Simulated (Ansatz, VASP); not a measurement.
SiO2: VASP beside Ansatz

```xyz
6
Lattice="4.1844 0.0000 0.0000 0.0000 4.1844 0.0000 0.0000 0.0000 2.6684" Properties=species:S:1:pos:R:3 pbc="T T T"
Si    2.0922    2.0922    1.3342
Si    0.0000    0.0000    0.0000
O     0.8106    3.3738    1.3342
O     3.3738    0.8106    1.3342
O     1.2816    1.2816    0.0000
O     2.9028    2.9028    0.0000
```

Alike in both runs: functional r2SCAN; k mesh 4 × 4 × 6; occupations gaussian, width 0.1 eV; no spin polarisation.

Ansatz relaxed the structure, and its values are those at the end. VASP's run is a single point on that final structure, the one shown.

|  | VASP | Ansatz |
| --- | --- | --- |
| version | VASP 6.6.1 | Ansatz 0.2.0 |
| potentials or method | VASP PAW PBE potentials, release 64 (Si, O), cutoff 520 eV | scalar-relativistic, plane waves, PAW |
| valence electrons in the cell | 32 | 32 |

Ansatz gave:

```
gap on the k mesh at the Fermi level (eV) : 6.53
least direct gap on the mesh (eV)         : 6.53
pressure (GPa)                            : 0.3
rms of the force components (eV/Å)        : 0.018
```

Q: Estimate VASP's values.

A: gap on the k mesh at the Fermi level (eV): 6.53; least direct gap on the mesh (eV): 6.53; pressure (GPa): 0.7; rms of the force components (eV/Å): 0.028.

VASP's potentials were made for PBE, not for r2SCAN. With one functional, cell and mesh, what is left measures potentials, basis and numerics.
